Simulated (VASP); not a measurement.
# Si (a cell with a defect) in VASP: notebook, part 2 of 2

VASP 6.6.1. Earlier steps stand in the parts before.

## 3. Relaxation of the atoms, PBEsol

INCAR

```
SYSTEM = Si
ALGO     = Normal         ! electronic algorithm
EDIFF    = 1E-7           ! SCF threshold, eV
EDIFFG   = -0.03          ! ionic threshold
ENCUT    = 520            ! plane-wave cutoff, eV
GGA      = PS             ! functional
IBRION   = 2              ! ionic algorithm
ISIF     = 2              ! what is computed and relaxed
ISMEAR   = 0              ! smearing method
LASPH    = .True.         ! aspherical terms in the spheres
LCHARG   = .False.        ! write CHGCAR
LREAL    = Auto         
LWAVE    = .False.        ! write WAVECAR
NELM     = 100            ! most SCF steps
NSW      = 80             ! ionic steps
PREC     = Accurate       ! precision mode
SIGMA    = 0.05           ! smearing width, eV
```

KPOINTS

```
k-points
0
Gamma
  2 2 2
  0 0 0
```

POSCAR

```
Si
1.0
    0.0000000000      5.4300000000      5.4300000000
    5.4300000000      0.0000000000      5.4300000000
    5.4300000000      5.4300000000      0.0000000000
Si
17
Direct
    0.0000000000      0.0000000000      0.0000000000
    0.1250000000      0.1250000000      0.1250000000
    0.0000000000      0.0000000000      0.5000000000
    0.1250000000      0.1250000000      0.6250000000
    0.0000000000      0.5000000000      0.0000000000
    0.1250000000      0.6250000000      0.1250000000
    0.0000000000      0.5000000000      0.5000000000
    0.1250000000      0.6250000000      0.6250000000
    0.5000000000      0.0000000000      0.0000000000
    0.6250000000      0.1250000000      0.1250000000
    0.5000000000      0.0000000000      0.5000000000
    0.6250000000      0.1250000000      0.6250000000
    0.5000000000      0.5000000000      0.0000000000
    0.6250000000      0.6250000000      0.1250000000
    0.5000000000      0.5000000000      0.5000000000
    0.6250000000      0.6250000000      0.6250000000
    0.2520515000      0.2419720000      0.7474864000
```

Potentials or basis: VASP PAW PBE potentials, release 64 (Si).

Run with:

```
$ cat potpaw_PBE.64/Si/POTCAR > POTCAR
$ mpirun -np 1 vasp_std > vasp.out
```

OUTCAR:

```text
SYSTEM = Si
   EDIFF = 1E-7
   EDIFFG = -0.03
   ENCUT = 520
   GGA = PS
   IBRION = 2
   ISIF = 2
   ISMEAR = 0
   LASPH = .True.
   LREAL = Auto
   NELM = 100
   NSW = 80
   PREC = Accurate

 ion  position               nearest neighbor table
   1  0.000  0.000  0.000-   2 2.35   4 2.35   6 2.35  10 2.35  17 2.68
   2  0.125  0.125  0.125-   1 2.35   3 2.35   5 2.35   9 2.35  17 2.37
   3  0.000  0.000  0.500-   2 2.35   4 2.35   8 2.35  12 2.35
   4  0.125  0.125  0.625-  17 2.30   3 2.35   7 2.35  11 2.35   1 2.35
   5  0.000  0.500  0.000-   2 2.35   6 2.35   8 2.35  14 2.35  17 2.77
   6  0.125  0.625  0.125-   1 2.35   5 2.35   7 2.35  13 2.35
   7  0.000  0.500  0.500-   4 2.35   6 2.35   8 2.35  16 2.35  17 2.71
   8  0.125  0.625  0.625-   3 2.35   5 2.35   7 2.35  15 2.35  17 2.40
   9  0.500  0.000  0.000-   2 2.35  10 2.35  12 2.35  14 2.35  17 2.72
  10  0.625  0.125  0.125-   1 2.35   9 2.35  11 2.35  13 2.35
  11  0.500  0.000  0.500-   4 2.35  10 2.35  12 2.35  16 2.35  17 2.66
  12  0.625  0.125  0.625-  17 2.34   9 2.35  11 2.35  15 2.35   3 2.35
  13  0.500  0.500  0.000-   6 2.35  10 2.35  14 2.35  16 2.35
  14  0.625  0.625  0.125-   5 2.35   9 2.35  13 2.35  15 2.35
  15  0.500  0.500  0.500-   8 2.35  12 2.35  14 2.35  16 2.35  17 2.75
  16  0.625  0.625  0.625-   7 2.35  11 2.35  13 2.35  15 2.35
  17  0.252  0.242  0.747-   4 2.30  12 2.34   2 2.37   8 2.40  11 2.66   1 2.68   7 2.71   9 2.72
                            15 2.75   5 2.77

  LATTYP: Found a face centered cubic cell.
 ALAT       =    10.8600000000
[... 189 lines left out ...]

 Free energy of the ion-electron system (eV)
  ---------------------------------------------------
  ext. energy  EPLUGINS =         0.00000000
  ---------------------------------------------------
  free energy    TOTEN  =       -93.79170052 eV

  energy without entropy =      -93.78206443  energy(sigma->0) =      -93.78688248

------------------------ aborting loop because EDIFF is reached ----------------------------------------

  FORCE on cell =-STRESS in cart. coord.  units (eV):
  Direction    XX          YY          ZZ          XY          YZ          ZX
  --------------------------------------------------------------------------------------
  -------------------------------------------------------------------------------------
  Total        8.0116345      7.9795490      7.9900072      0.4151802      0.7269795      0.0635866
  in kB       40.0868772     39.9263348     39.9786634      2.0773886      3.6375021      0.3181609
  external PRESSURE =      39.9972918 kB  Pullay stress =       0.0000000 kB
[... 293 lines left out ...]
--------------------------------------- Ionic step        7  -------------------------------------------

 number of electron      68.0000000 magnetization

 Free energy of the ion-electron system (eV)
  ---------------------------------------------------
  ext. energy  EPLUGINS =         0.00000000
  ---------------------------------------------------
  free energy    TOTEN  =       -93.92773197 eV

  energy without entropy =      -93.91609457  energy(sigma->0) =      -93.92191327

 E-fermi :   6.7911     XC(G=0):  -9.8062

 val. band max:        6.5699657928   @ k =   0.0000   0.0000   0.0000
 cond. band min:       6.8119490289   @ k =   0.5000   0.0000   0.5000
 fundamental gap:      0.2419832360
 Fermi energy:         6.7910540737

 k-point     1 :       0.0000    0.0000    0.0000
  band No.  band energies     occupation
      1      -6.3878      2.00000
      2      -3.8308      2.00000
      3      -3.6829      2.00000
      4      -3.6816      2.00000
      5      -3.6805      2.00000
      6      -2.8745      2.00000
[... 401 lines left out ...]
  FREE ENERGIE OF THE ION-ELECTRON SYSTEM (eV)
  ---------------------------------------------------
  free  energy   TOTEN  =       -93.9277319747 eV

  energy  without entropy=      -93.9160945665  energy(sigma->0) =      -93.92191327

 reached required accuracy - stopping structural energy minimisation
```

OSZICAR:

```text
N       E                     dE             d eps       ncg     rms          rms(c)
DAV:   1     0.180979346632E+03    0.18098E+03   -0.26789E+04   688   0.132E+03
DAV:   2    -0.776145997683E+02   -0.25859E+03   -0.24881E+03   819   0.188E+02
DAV:   3    -0.953124512175E+02   -0.17698E+02   -0.17359E+02   872   0.425E+01
[... 57 lines left out ...]
DAV:   1    -0.939277096905E+02   -0.13538E-03   -0.60064E-03   706   0.310E-01    0.404E-02
DAV:   2    -0.939277356064E+02   -0.25916E-04   -0.38303E-04   832   0.756E-02    0.143E-02
DAV:   3    -0.939277324825E+02    0.31240E-05   -0.14406E-05   784   0.160E-02    0.790E-03
DAV:   4    -0.939277319301E+02    0.55232E-06   -0.35648E-06   816   0.650E-03    0.281E-03
DAV:   5    -0.939277319747E+02   -0.44509E-07   -0.31705E-07   592   0.229E-03
   7 F= -.93927732E+02 E0= -.93921913E+02  d E =-.108664E-02
```

CONTCAR:

```text
Si
   1.00000000000000
     0.0000000000000000    5.4299999999999997    5.4299999999999997
     5.4299999999999997    0.0000000000000000    5.4299999999999997
     5.4299999999999997    5.4299999999999997    0.0000000000000000
  Si
    17
Direct
     0.9969433958187822    0.9968537573466983    0.0029197216668242
     0.1230289008328169    0.1231327206605387    0.1308497490961145
     0.0005378808090207    0.9979901854312661    0.4994002262346328
     0.1220894206010085    0.1222449847432968    0.6221498410222116
     0.9970417584895834    0.5028515779610935    0.0029992180156650
     0.1265543817310213    0.6243296950820527    0.1244618001976327
[... 9 lines left out ...]
     0.6244976411422150    0.6242443514080371    0.6266545499190925
     0.2507132836997467    0.2473723646130250    0.7492428104688602

  0.00000000E+00  0.00000000E+00  0.00000000E+00
  0.00000000E+00  0.00000000E+00  0.00000000E+00
  0.00000000E+00  0.00000000E+00  0.00000000E+00
  0.00000000E+00  0.00000000E+00  0.00000000E+00
  0.00000000E+00  0.00000000E+00  0.00000000E+00
  0.00000000E+00  0.00000000E+00  0.00000000E+00
[... 9 lines left out ...]
  0.00000000E+00  0.00000000E+00  0.00000000E+00
  0.00000000E+00  0.00000000E+00  0.00000000E+00
```

It took 16 min on 1 thread of Oxide Virtual Turin-like, shared host; peak memory 0.5 GiB.

Results:

- Free energy: -93.9277 eV
- Energy gained by relaxing: 8.0 meV/atom
- Ionic steps: 7
- Pressure after relaxing: 3.5 GPa
- Largest force after relaxing: 0.024 eV/Å
- Band gap on the k mesh: zero (bands 34 and 35 overlap by 0.25 eV)

Forces in eV/Å, atoms in the order of the input:
```
Si  -0.007 -0.012  0.008
Si   0.000  0.010 -0.016
Si   0.010 -0.006  0.003
Si  -0.002  0.008  0.003
Si  -0.007  0.007 -0.002
Si   0.008 -0.003  0.001
Si  -0.015  0.007 -0.017
Si   0.005 -0.013  0.009
Si   0.001 -0.008  0.010
Si  -0.006  0.013 -0.010
Si   0.008 -0.006 -0.004
Si  -0.016  0.006 -0.001
Si   0.003  0.001  0.002
Si   0.002 -0.003  0.000
Si  -0.005  0.012 -0.007
Si   0.000 -0.008  0.011
Si   0.022 -0.003  0.011
```

The path:
| step | energy change (eV) | largest force (eV/Å) | pressure (GPa) |
| --- | --- | --- | --- |
| 1 | 0.0000 | 1.2303 | 4.00 |
| 2 | -0.1302 | 0.1884 | 3.51 |
| 3 | -0.1307 | 0.2216 | 3.48 |
| 4 | -0.1349 | 0.0903 | 3.47 |
| 5 | -0.1349 | 0.0940 | 3.46 |
| 6 | -0.1359 | 0.0496 | 3.47 |
| 7 | -0.1360 | 0.0241 | 3.48 |

Final structure:
```
CELL_PARAMETERS angstrom
0.00000 5.43000 5.43000
5.43000 0.00000 5.43000
5.43000 5.43000 0.00000
ATOMIC_POSITIONS crystal
Si 0.99694 0.99685 0.00292
Si 0.12303 0.12313 0.13085
Si 0.00054 0.99799 0.49940
Si 0.12209 0.12225 0.62215
Si 0.99704 0.50285 0.00300
Si 0.12655 0.62433 0.12446
Si 0.99699 0.50281 0.49694
Si 0.12348 0.62954 0.62351
Si 0.50311 0.99686 0.00298
Si 0.62440 0.12679 0.12428
Si 0.50304 0.99682 0.49686
Si 0.63192 0.12278 0.62271
Si 0.49997 0.50009 0.00002
Si 0.62463 0.62441 0.12454
Si 0.50310 0.50284 0.49697
Si 0.62450 0.62424 0.62665
Si 0.25071 0.24737 0.74924
```

Caveat: the k points lie up to 0.50 Å⁻¹ apart; the PAW data sets were made with another functional, which shifts forces and pressure a little.
